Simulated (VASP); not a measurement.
A run of VASP 6.6.1 is set up as follows.

INCAR

```
SYSTEM = Al
PREC     = Accurate       ! precision mode
ENCUT    = 520            ! plane-wave cutoff, eV
EDIFF    = 1E-7           ! SCF threshold, eV
ISMEAR   = 0              ! smearing method
SIGMA    = 0.15           ! smearing width, eV
LREAL    = .FALSE.        ! projectors in reciprocal space
LASPH    = .TRUE.         ! aspherical terms in the spheres
NELM     = 80             ! most SCF steps
ALGO     = Normal         ! electronic algorithm
ISIF     = 2              ! what is computed and relaxed
LWAVE    = .FALSE.        ! write WAVECAR
LCHARG   = .FALSE.        ! write CHGCAR
GGA      = PE             ! functional
NBANDS   = 8              ! bands
```

File KPOINTS:

```
Automatic mesh
0
G
  20 20 20
  0 0 0
```

File POSCAR:

```
Al
1.0
    0.0000000000      1.9632606000      2.0543397000
    1.9632606000      0.0000000000      2.0543397000
    1.9632606000      1.9632606000      0.0000000000
Al
1
Direct
    0.0000000000      0.0000000000      0.0000000000
```

Potentials or basis: VASP PAW PBE potentials, release 64 (Al).

Launch:

```sh
$ cat potpaw_PBE.64/Al/POTCAR > POTCAR
$ mpirun -np 1 vasp_std > vasp.out
```

Task: What does it give for the band gap on the k mesh?

Result: Zero (an odd number of electrons rules out a gap without spin polarisation).

Task: Estimate the pressure.

Result: 3.5 GPa.

Stress tensor (GPa, compression positive):
```
4.51 0.00 0.00
0.00 4.51 0.00
0.00 0.00 1.55
```

Caveat: the cell differs from its parent crystal (strain -0.030 along x and y, +0.015 along z); the cell stands under pressure.
